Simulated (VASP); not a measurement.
# SiO2 (P4_32_12) in VASP: further runs

The runs below take SiO2 through single point, with r2SCAN.

Everything below comes from runs of VASP 6.6.1. Logs are shortened: lines on timing, memory, paths and dates and some standing lists are left out, and cuts for length are marked.

### Step 1. The cell of the first run

Symmetry: P4_32_12, No. 96, tetragonal system. The conventional cell has a = 4.897 Å, b = 4.897 Å, c = 6.736 Å, α = 90.00°, β = 90.00°, γ = 90.00°. Si (site symmetry 2) has 4 O at 1.61 Å within 2.1 Å. O (site symmetry 1) has 2 Si at 1.61 Å within 2.1 Å.

### Step 2. Single point, r2SCAN (13.46 Å³/atom)

POSCAR reads:

```
SiO2
1.0
    4.8967692745      0.0000000000      0.0000000000
    0.0000000000      4.8967692745      0.0000000000
    0.0000000000      0.0000000000      6.7364934678
Si O
4 8
Direct
    0.8118024815      0.8118024815      0.5000000000
    0.6881975185      0.3118024815      0.2500000000
    0.1881975185      0.1881975185      0.0000000000
    0.3118024815      0.6881975185      0.7500000000
    0.2658253039      0.3727347776      0.8096493729
    0.1272652224      0.7658253039      0.5596493729
    0.7341746961      0.6272652224      0.3096493729
    0.8727347776      0.2341746961      0.0596493729
    0.7658253039      0.1272652224      0.4403506271
    0.6272652224      0.7341746961      0.6903506271
    0.2341746961      0.8727347776      0.9403506271
    0.3727347776      0.2658253039      0.1903506271
```

INCAR.step1 reads:

```
  ALGO = Normal
  EDIFF = 1E-4
  ENCUT = 520
  GGA = PE
  ISMEAR = 0
  LASPH = True
  LCHARG = False
  LREAL = False
  LWAVE = True
  NBANDS = 44
  NELM = 100
  PREC = Accurate
  SIGMA = 0.02
```

INCAR.step2 reads:

```
  ALGO = Normal
  EDIFF = 1E-6
  ENCUT = 520
  ISIF = 2
  ISMEAR = 0
  ISTART = 1
  LASPH = True
  LCHARG = False
  LMIXTAU = True
  LREAL = False
  LWAVE = False
  METAGGA = R2SCAN
  NBANDS = 44
  NELM = 100
  PREC = Accurate
  SIGMA = 0.02
```

KPOINTS reads:

```
k-points
0
Gamma
  6 6 4
```

Potentials or basis: VASP PAW PBE potentials, release 64 (Si, O).

Launch:

```bash
cat potpaw_PBE.64/Si/POTCAR potpaw_PBE.64/O/POTCAR > POTCAR
cp INCAR.step1 INCAR
mpirun -np 1 vasp_std > vasp.out
cp INCAR.step2 INCAR
mpirun -np 1 vasp_std > vasp.out
```

OUTCAR:

```text
EDIFF = 1E-6
   ENCUT = 520
   ISIF = 2
   ISMEAR = 0
   ISTART = 1
   LASPH = True
   LREAL = False
   METAGGA = R2SCAN
   NELM = 100
   PREC = Accurate

 ion  position               nearest neighbor table
   1  0.812  0.812  0.500-   6 1.61   9 1.61   7 1.61  10 1.61   2 3.03   4 3.03   2 3.03   4 3.03

   2  0.688  0.312  0.250-   7 1.61  12 1.61   9 1.61   8 1.61   1 3.03   3 3.03   1 3.03   3 3.03

   3  0.188  0.188  0.000-   8 1.61  11 1.61   5 1.61  12 1.61   2 3.03   4 3.03   4 3.03   2 3.03

   4  0.312  0.688  0.750-   5 1.61  10 1.61   6 1.61  11 1.61   1 3.03   3 3.03   3 3.03   1 3.03

   5  0.266  0.373  0.810-   4 1.61   3 1.61
   6  0.127  0.766  0.560-   1 1.61   4 1.61
   7  0.734  0.627  0.310-   2 1.61   1 1.61
   8  0.873  0.234  0.060-   3 1.61   2 1.61
   9  0.766  0.127  0.440-   1 1.61   2 1.61
  10  0.627  0.734  0.690-   4 1.61   1 1.61
  11  0.234  0.873  0.940-   3 1.61   4 1.61
  12  0.373  0.266  0.190-   2 1.61   3 1.61

  LATTYP: Found a simple tetragonal cell.
 ALAT       =     4.8967692745
 C/A-ratio  =     1.3757016290

  Lattice vectors:

 A1 = (   4.8967692745,   0.0000000000,   0.0000000000)
 A2 = (   0.0000000000,   4.8967692745,   0.0000000000)
 A3 = (   0.0000000000,   0.0000000000,   6.7364934678)

Analysis of symmetry for initial positions (statically):
=====================================================================
 Subroutine PRICEL returns:
 Original cell was already a primitive cell.

 Routine SETGRP: Setting up the symmetry group for a
 simple tetragonal supercell.

 Subroutine GETGRP returns: Found  8 space group operations
 (whereof  2 operations were pure point group operations)
 out of a pool of 16 trial point group operations.

The static configuration has the point symmetry C_2 .
 The point group associated with its full space group is D_4 .

Analysis of symmetry for dynamics (positions and initial velocities):
=====================================================================
 Subroutine PRICEL returns:
 Original cell was already a primitive cell.

 Routine SETGRP: Setting up the symmetry group for a
 simple tetragonal supercell.

 Subroutine GETGRP returns: Found  8 space group operations
 (whereof  2 operations were pure point group operations)
 out of a pool of 16 trial point group operations.

The dynamic configuration has the point symmetry C_2 .
 The point group associated with its full space group is D_4 .

 Subroutine INISYM returns: Found  8 space group operations
 (whereof  2 operations are pure point group operations),
 and found     1 'primitive' translations

----------------------------------------------------------------------------------------

                                     Primitive cell

  volume of cell :     161.5300

  direct lattice vectors                    reciprocal lattice vectors
     4.896769275  0.000000000  0.000000000     0.204216279  0.000000000  0.000000000
     0.000000000  4.896769275  0.000000000     0.000000000  0.204216279  0.000000000
     0.000000000  0.000000000  6.736493468     0.000000000  0.000000000  0.148445182

  length of vectors
     4.896769275  4.896769275  6.736493468     0.204216279  0.204216279  0.148445182

  position of ions in fractional coordinates (direct lattice)
     0.811802482  0.811802482  0.500000000
     0.688197518  0.311802482  0.250000000
     0.188197518  0.188197518  0.000000000
     0.311802482  0.688197518  0.750000000
     0.265825304  0.372734778  0.809649373
     0.127265222  0.765825304  0.559649373
     0.734174696  0.627265222  0.309649373
     0.872734778  0.234174696  0.059649373
     0.765825304  0.127265222  0.440350627
     0.627265222  0.734174696  0.690350627
     0.234174696  0.872734778  0.940350627
     0.372734778  0.265825304  0.190350627

  ion indices of the primitive-cell ions
   primitive index   ion index
                 1           1
                 2           2
                 3           3
                 4           4
                 5           5
                 6           6
                 7           7
                 8           8
                 9           9
                10          10
                11          11
                12          12

----------------------------------------------------------------------------------------

 KPOINTS: k-points

Automatic generation of k-mesh.
 Grid dimensions read from file:
 generate k-points for:    6    6    4

 Generating k-lattice:

  Cartesian coordinates                     Fractional coordinates (reciprocal lattice)
     0.034036046  0.000000000  0.000000000     0.166666667  0.000000000  0.000000000
     0.000000000  0.034036046  0.000000000     0.000000000  0.166666667  0.000000000
     0.000000000  0.000000000  0.037111296     0.000000000  0.000000000  0.250000000

  Length of vectors
     0.034036046  0.034036046  0.037111296

  Shift w.r.t. Gamma in fractional coordinates (k-lattice)
     0.000000000  0.000000000  0.000000000

 Subroutine IBZKPT returns following result:
 ===========================================

 Found     30 irreducible k-points:

 Following reciprocal coordinates:
            Coordinates               Weight
  0.000000  0.000000  0.000000      1.000000
  0.166667  0.000000  0.000000      4.000000
  0.333333  0.000000  0.000000      4.000000
  0.500000  0.000000  0.000000      2.000000
  0.166667  0.166667  0.000000      4.000000
  0.333333  0.166667  0.000000      8.000000
[... 16 lines left out ...]
  0.333333  0.000000  0.500000      4.000000
  0.500000  0.000000  0.500000      2.000000
 [... further k-points ...]
   k-points           NKPTS =     30   k-points in BZ     NKDIM =     30   number of bands    NBANDS=     44
   number of dos      NEDOS =    301   number of ions     NIONS =     12
   total plane-waves  NPLWV =  64800
   dimension x,y,z NGX =    36 NGY =   36 NGZ =   50
   dimension x,y,z NGXF=    72 NGYF=   72 NGZF=  100
   ions per type =               4   8
   NGX,Y,Z   is equivalent  to a cutoff of  12.22, 12.22, 12.34 a.u.
   NGXF,Y,Z  is equivalent  to a cutoff of  24.44, 24.44, 24.68 a.u.
 SYSTEM =  unknown system
   PREC   = accura    normal or accurate (medium, high low for compatibility)
   ISTART =      1    job   : 0-new  1-cont  2-samecut
   ICHARG =      0    charge: 1-file 2-atom 10-const
   ISPIN  =      1    spin polarized calculation?
   LNONCOLLINEAR =      F non collinear calculations
   LSORBIT =      F    spin-orbit coupling
   LASPH  =      T    aspherical Exc in radial PAW
   ENCUT  =  520.0 eV  38.22 Ry    6.18 a.u.   9.10  9.10 12.53*2*pi/ulx,y,z
   NELM   =    100;   NELMIN=  2; NELMDL=  0     # of ELM steps
   EDIFF  = 0.1E-05   stopping-criterion for ELM
   LREAL  =      F    real-space projection
   EDIFFG = 0.1E-04   stopping-criterion for IOM
   NSW    =      0    number of steps for IOM
   IBRION =     -1    ionic relax: 0-MD 1-quasi-New 2-CG
   NFREE  =      0    steps in history (QN), initial steepest desc. (CG)
   ISIF   =      2    stress and relaxation
   ISYM   =      2    0-nonsym 1-usesym 2-fastsym
   POTIM  = 0.5000    time-step for ionic-motion
   TEBEG  =    0.0;   TEEND  =   0.0 temperature during run
   PSTRESS=    0.0 pullay stress
   NELECT =      64.0000    total number of electrons
   NUPDOWN=      -1.0000    fix difference up-down
   EMIN   =  10.00;   EMAX   =-10.00  energy-range for DOS
   EFERMI =   0.00;   METHOD = LEGACY
   ISMEAR =     0;   SIGMA  =   0.02  broadening in eV -4-tet -1-fermi 0-gaus
   EFERMI_NEDOS =   21; number of points for ismear=-14 and -15
   IALGO  =     38    algorithm
   IMIX   =      4    mixing-type and parameters
     AMIX     =   0.40;   BMIX     =  1.00
     AMIX_MAG =   1.60;   BMIX_MAG =  1.00
  volume/ion in A,a.u.               =      13.46        90.84
  Fermi-wavevector in a.u.,A,eV,Ry     =   1.202404  2.272214 19.670970  1.445775
  Thomas-Fermi vector in A             =   2.338186
   LORBIT       =      0    0 simple, 1 ext, 2 COOP (PROOUT), +10 PAW based schemes
   METAGGA = R2SCAN    functional components
   LHFCALC =     F    Hartree Fock is set to
   AEXX    =    0.0000 exact exchange contribution
   IVDW    =     0    specifies the selected vdW correction
   LEPSILON=     F    determine dielectric tensor
   LRPA    =     F    only Hartree local field effects (RPA)
 non-spin polarized calculation
 Gauss-broadening in eV      SIGMA  =   0.02
  energy-cutoff  :      520.00
  volume of cell :      161.53
 maximum number of plane-waves:      4368
   NGX = 19   NGY = 19   NGZ = 25

 number of electron      63.9999953 magnetization

 Free energy of the ion-electron system (eV)
  ---------------------------------------------------
  ext. energy  EPLUGINS =         0.00000000
  ---------------------------------------------------
  free energy    TOTEN  =      -119.11537460 eV

  energy without entropy =     -119.11537460  energy(sigma->0) =     -119.11537460

 E-fermi :   0.2815     XC(G=0):  -9.2621

 val. band max:        0.1177646156   @ k =   0.0000   0.0000   0.0000
 cond. band min:       6.5887475086   @ k =   0.0000   0.0000   0.0000
 fundamental gap:      6.4709828930
 Fermi energy:         0.2814683601

 k-point     1 :       0.0000    0.0000    0.0000
  band No.  band energies     occupation
      1     -20.3809      2.00000
      2     -19.4454      2.00000
      3     -19.4454      2.00000
      4     -18.3048      2.00000
      5     -18.2400      2.00000
      6     -18.2354      2.00000
[... 36 lines left out ...]
     43      12.8662      0.00000
     44      13.0647      0.00000

 k-point     2 :       0.1667    0.0000    0.0000
  band No.  band energies     occupation
      1     -20.3191      2.00000
      2     -19.5027      2.00000
      3     -19.3758      2.00000
      4     -18.3342      2.00000
      5     -18.3097      2.00000
      6     -18.2581      2.00000
[... 36 lines left out ...]
     43      12.7403      0.00000
     44      12.7611      0.00000

 k-point     3 :       0.3333    0.0000    0.0000
  band No.  band energies     occupation
      1     -20.1475      2.00000
      2     -19.6695      2.00000
      3     -19.1791      2.00000
      4     -18.5813      2.00000
      5     -18.3197      2.00000
      6     -18.2999      2.00000
[... 36 lines left out ...]
     43      12.2327      0.00000
     44      12.9169      0.00000

 k-point     4 :       0.5000    0.0000    0.0000
  band No.  band energies     occupation
      1     -19.9083      2.00000
      2     -19.9083      2.00000
      3     -18.8926      2.00000
      4     -18.8926      2.00000
      5     -18.3216      2.00000
      6     -18.3216      2.00000
[... 882 lines left out ...]
     43      12.5601      0.00000
     44      12.5601      0.00000

 k-point    23 :       0.3333    0.0000    0.5000
  band No.  band energies     occupation
      1     -19.9650      2.00000
      2     -19.9650      2.00000
      3     -18.8443      2.00000
      4     -18.8443      2.00000
      5     -18.2904      2.00000
      6     -18.2904      2.00000
[... 36 lines left out ...]
     43      12.5752      0.00000
     44      12.5752      0.00000

 k-point    24 :       0.5000    0.0000    0.5000
  band No.  band energies     occupation
      1     -19.8993      2.00000
      2     -19.8993      2.00000
      3     -18.9215      2.00000
      4     -18.9215      2.00000
      5     -18.3010      2.00000
      6     -18.3010      2.00000
[... 36 lines left out ...]
     43      12.5793      0.00000
     44      12.5793      0.00000

 [... further k-points ...]

------------------------ aborting loop because EDIFF is reached ----------------------------------------

  FORCE on cell =-STRESS in cart. coord.  units (eV):
  Direction    XX          YY          ZZ          XY          YZ          ZX
  --------------------------------------------------------------------------------------
  -------------------------------------------------------------------------------------
  Total        1.2629379      1.2629379      1.2513865      0.0000000      0.0000000      0.0000000
  in kB       12.5267786     12.5267786     12.4122034      0.0000000      0.0000000      0.0000000
  external PRESSURE =      12.4885869 kB  Pullay stress =       0.0000000 kB

 VOLUME and BASIS-vectors are now :
 -----------------------------------------------------------------------------
  energy-cutoff  :      520.00
  volume of cell :      161.53
      direct lattice vectors                 reciprocal lattice vectors
     4.896769275  0.000000000  0.000000000     0.204216279  0.000000000  0.000000000
     0.000000000  4.896769275  0.000000000     0.000000000  0.204216279  0.000000000
     0.000000000  0.000000000  6.736493468     0.000000000  0.000000000  0.148445182

 POSITION                                       TOTAL-FORCE (eV/Angst)
 -----------------------------------------------------------------------------------
      3.97521      3.97521      3.36825         0.013369      0.013369      0.000000
      3.36994      1.52682      1.68412        -0.013369      0.013369      0.000000
      0.92156      0.92156      0.00000        -0.013369     -0.013369      0.000000
      1.52682      3.36994      5.05237         0.013369     -0.013369      0.000000
      1.30169      1.82520      5.45420        -0.004539     -0.010462      0.001922
      0.62319      3.75007      3.77007         0.010462     -0.004539      0.001922
      3.59508      3.07157      2.08595         0.004539      0.010462      0.001922
      4.27358      1.14670      0.40183        -0.010462      0.004539      0.001922
      3.75007      0.62319      2.96642        -0.004539      0.010462     -0.001922
      3.07157      3.59508      4.65054         0.010462      0.004539     -0.001922
      1.14670      4.27358      6.33467         0.004539     -0.010462     -0.001922
      1.82520      1.30169      1.28230        -0.010462     -0.004539     -0.001922
 -----------------------------------------------------------------------------------
    total drift:                                0.000000     -0.000000      0.000000

  FREE ENERGIE OF THE ION-ELECTRON SYSTEM (eV)
  ---------------------------------------------------
  free  energy   TOTEN  =      -119.1153745978 eV

  energy  without entropy=     -119.1153745978  energy(sigma->0) =     -119.11537460
```

It took 6.1 min on 1 thread of Intel Xeon Platinum 8559C (Emerald Rapids), shared host; peak memory 0.34 GiB.

What came out:

| Item | Value |
| --- | --- |
| Free energy | -119.1154 eV |
| Pressure | 1.2 GPa |
| Largest force | 0.019 eV/Å |
| Band gap on the k mesh | 6.47 eV |

Forces in eV/Å, atoms in the order of the input:
```
Si   0.013  0.013  0.000
Si  -0.013  0.013  0.000
Si  -0.013 -0.013  0.000
Si   0.013 -0.013  0.000
O   -0.005 -0.010  0.002
O    0.010 -0.005  0.002
O    0.005  0.010  0.002
O   -0.010  0.005  0.002
O   -0.005  0.010 -0.002
O    0.010  0.005 -0.002
O    0.005 -0.010 -0.002
O   -0.010 -0.005 -0.002
```

Caveat: the PAW data sets were made with another functional, which shifts forces and pressure a little. A k mesh can miss the band edges.

(Continued in part 2 of 2.)
